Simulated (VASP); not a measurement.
Here is a VASP 6.6.1 calculation.

The input INCAR:

```
SYSTEM = InSb3
ALGO = Normal
EDIFF = 1E-7
EDIFFG = -0.01
ENCUT = 600
GGA = PE
IBRION = 2
ISIF = 3
ISMEAR = 0
LASPH = .True.
LCHARG = .False.
LREAL = .False.
LWAVE = .False.
NELM = 100
NSW = 100
PREC = Accurate
SIGMA = 0.1
```

File KPOINTS:

```
k-points
0
Gamma
  6 6 8
  0 0 0
```

The input POSCAR:

```
InSb3
1.0
    6.8182333571      0.0000000000      0.0000000000
   -3.4091166786      5.9047632962      0.0000000000
    0.0000000000      0.0000000000      5.4726842701
In Sb
2 6
Direct
    0.3333333333      0.6666666667      0.2500000000
    0.6666666667      0.3333333333      0.7500000000
    0.8330000000      0.6660000000      0.2500000000
    0.1670000000      0.8330000000      0.7500000000
    0.3340000000      0.1670000000      0.2500000000
    0.1670000000      0.3340000000      0.7500000000
    0.8330000000      0.1670000000      0.2500000000
    0.6660000000      0.8330000000      0.7500000000
```

Potentials or basis: VASP PAW PBE potentials, release 64 (In_d, Sb).

Launch:

```bash
$ cat potpaw_PBE.64/In_d/POTCAR potpaw_PBE.64/Sb/POTCAR > POTCAR
$ mpirun -np 1 vasp_std > vasp.out
```

(1) What does it give for the relaxed cell?

(2) Predict the space group after relaxing (to 0.1 Å).

## Answers

(1) a = 6.817 Å, b = 6.817 Å, c = 5.673 Å, α = 90.00°, β = 90.00°, γ = 120.00°.

(2) P6_3/mmc (No. 194).
